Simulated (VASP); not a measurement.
Wanted: the native input for a VASP 6.6.1 run.

```yaml
Task: single point
Functional: PBE
Potentials_or_basis: VASP PAW PBE potentials, release 64 (Yb)
Cutoff: 520 eV
k_mesh: 17 × 17 × 17
Occupations: fermi-dirac, width 0.08 eV
Spin: no spin polarisation
Dipole_correction: no
Further_INCAR_settings: ALGO = Normal; EDIFF = 1e-06; NBANDS = 18
```

The structure of Yb lies in POSCAR:

```
Yb
1.0
   -1.5479024080      1.5479024080      1.5479024080
    1.5479024080     -1.5479024080      1.5479024080
    1.5479024080      1.5479024080     -1.5479024080
Yb
1
Direct
    0.0000000000      0.0000000000      0.0000000000
```

These files were run (other wordings do the same):

INCAR

```
PREC     = Accurate       # precision mode
ENCUT    = 520            # plane-wave cutoff, eV
EDIFF    = 1E-6           # SCF threshold, eV
ISMEAR   = -1             # smearing method
SIGMA    = 0.08           # smearing width, eV
LREAL    = False          # projectors in reciprocal space
LASPH    = True           # aspherical terms in the spheres
NELM     = 80             # most SCF steps
ALGO     = Normal         # electronic algorithm
ISIF     = 2              # what is computed and relaxed
LWAVE    = False          # write WAVECAR
LCHARG   = False          # write CHGCAR
GGA      = PE             # functional
NBANDS   = 18             # bands
```

KPOINTS

```
Automatic mesh
0
Gamma
  17 17 17
```

Potentials or basis: VASP PAW PBE potentials, release 64 (Yb).

The run is started by

```console
$ cat potpaw_PBE.64/Yb/POTCAR > POTCAR
$ mpirun -np 1 vasp_std > vasp.out
```

Results of the run:

| Property | Result |
| --- | --- |
| Pressure | 86.2 GPa |
| Band gap on the k mesh | zero (band 12 reaches 6.91 eV, above the bottom of band 13 at 4.62 eV) |

Caveat: spin-orbit coupling is left out, which moves the levels of the heavy elements.

Run time: 50 s on 1 thread of Intel(R) Xeon(R) 6975P-C (Granite Rapids), on a shared host, peak memory 0.17 GiB.
